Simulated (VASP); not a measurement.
Write the native input for VASP 6.6.1 that does the following.

```yaml
Task: single point
Functional: PBE
Potentials_or_basis: VASP PAW PBE potentials, release 64 (In_d, H)
Cutoff: 520 eV
k_mesh: 6 × 6 × 6
Occupations: gaussian, width 0.1 eV
Spin: no spin polarisation
Dipole_correction: no
Further_INCAR_settings: ALGO = Normal; EDIFF = 1e-07; NBANDS = 62
```

The structure of In8H lies in POSCAR:

```
In8H
1.0
   -3.8698818385      3.8467338168      3.8698818385
    3.8698818385     -3.8467338168      3.8698818385
    3.8698818385      3.8467338168     -3.8698818385
In H
8 1
Direct
   -0.0339299450      0.0151728776     -0.0187570674
    0.0491028226      0.0151728776      0.5339299450
    0.0051176854      0.5265064791     -0.0213887937
   -0.0339299450      0.4848271224      0.4508971774
    0.4521047273     -0.0265064791     -0.0213887937
    0.5213887937     -0.0265064791      0.4948823146
    0.5213887937      0.5265064791      0.0478952727
    0.5187570674      0.4848271224      0.5339299450
    0.1250000000      0.2500000000      0.3750000000
```

One way to write it, as run:

INCAR

```
  PREC = Accurate
  ENCUT = 520
  EDIFF = 1E-7
  ISMEAR = 0
  SIGMA = 0.1
  LREAL = False
  LASPH = True
  NELM = 100
  ALGO = Normal
  ISIF = 2
  LWAVE = False
  LCHARG = True
  GGA = PE
  LELF = True
  LVHAR = True
  NBANDS = 62
```

KPOINTS

```
Automatic mesh
0
Gamma
  6 6 6
```

Potentials or basis: VASP PAW PBE potentials, release 64 (In_d, H).

Run with:

```sh
$ cat potpaw_PBE.64/In_d/POTCAR potpaw_PBE.64/H/POTCAR > POTCAR
$ mpirun -np 1 vasp_std > vasp.out
```

Results of the run:

```
Pressure               : 0.0 GPa
Largest force          : 0.022 eV/Å
Band gap on the k mesh : zero (an odd number of electrons rules out a gap without spin polarisation)
```

Caveat: spin-orbit coupling is left out, which moves the levels of the heavy elements.

Run time: 18 min on 1 thread of Intel Xeon 8259CL, on a shared host, peak memory 0.52 GiB.
